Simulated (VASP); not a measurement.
Runs of VASP 6.6.1 on InAsS4. The structure is that of space group F-43m (No. 216), or close to it. The cells are those of the table. 

```tsv
task	cell	k mesh	cutoff (eV)	gap on the mesh (eV)	pressure (GPa)	relaxed volume (Å³/atom)	largest force (eV/Å)
single point	a = 5.505 Å, angles 60.0°, 6 atoms	4 × 4 × 4	520	none	0.0	-	0.01
single point	a = 5.698 Å, angles 60.0°, 6 atoms	4 × 4 × 4	520	none	-4.9	-	0.06
relaxation of cell and atoms	relaxed from a = 5.698 Å, angles 60.0°, 6 atoms	4 × 4 × 4	600	none	0.1	19.66	0.01
single point	a = 5.467 Å, angles 60.0°, 6 atoms	8 × 8 × 8	520	none	(b)	-	0.02
relaxation of cell and atoms	relaxed from a = 5.505 Å, angles 60.0°, 6 atoms	8 × 8 × 8	600	none	0.0	(a)	0.01
```

Alike in all rows: level PBE; potentials or basis VASP PAW PBE potentials, release 64 (In_d, As, S); no spin polarisation; smearing gaussian 0.1 eV.

**Question.** Estimate the missing entries.

**Answer.** (a) 19.24; (b) -0.1.

Caveats: spin-orbit coupling is left out, which moves the levels of the heavy elements.

A k mesh can miss the band edges, and the runs leave out spin-orbit coupling on As, In.

A gap of «none» marks levels without a gap at the run's occupations.
